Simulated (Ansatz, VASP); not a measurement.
## One calculation of W, two programs

```
CELL_PARAMETERS angstrom
4.43338 0.00000 0.00000
-2.21669 3.83942 0.00000
0.00000 0.00000 19.61980
ATOMIC_POSITIONS crystal
W 0.83333 0.16667 0.40775
W 0.16667 0.83333 0.45388
W 0.50000 0.50000 0.50000
W 0.83333 0.16667 0.54612
W 0.16667 0.83333 0.59225
```

Alike in both runs: task single point; functional LDA; k mesh 11 × 11 × 1; occupations fermi-dirac, width 0.1 eV; no spin polarisation.

```csv
,VASP,Ansatz
version,VASP 6.6.1,Ansatz 0.2.0
potentials or method,"VASP PAW LDA potentials, release 64 (W_sv)","PAW with Ansatz's default frozen-core files, scalar-relativistic"
plane-wave cutoff (eV),520,420
valence electrons in the cell,70,70
```

Ansatz gave:

| Quantity | Value |
| --- | --- |
| rms of the force components (eV/Å) | 1.287 |

Estimate VASP's values.

rms of the force components (eV/Å): 1.249.

LDA's correlation is that of Perdew and Zunger in VASP and of Perdew and Wang (1992) in Ansatz. Atom by atom the forces differ by 0.039 eV/Å (rms over components).

Spin-orbit coupling is off throughout.
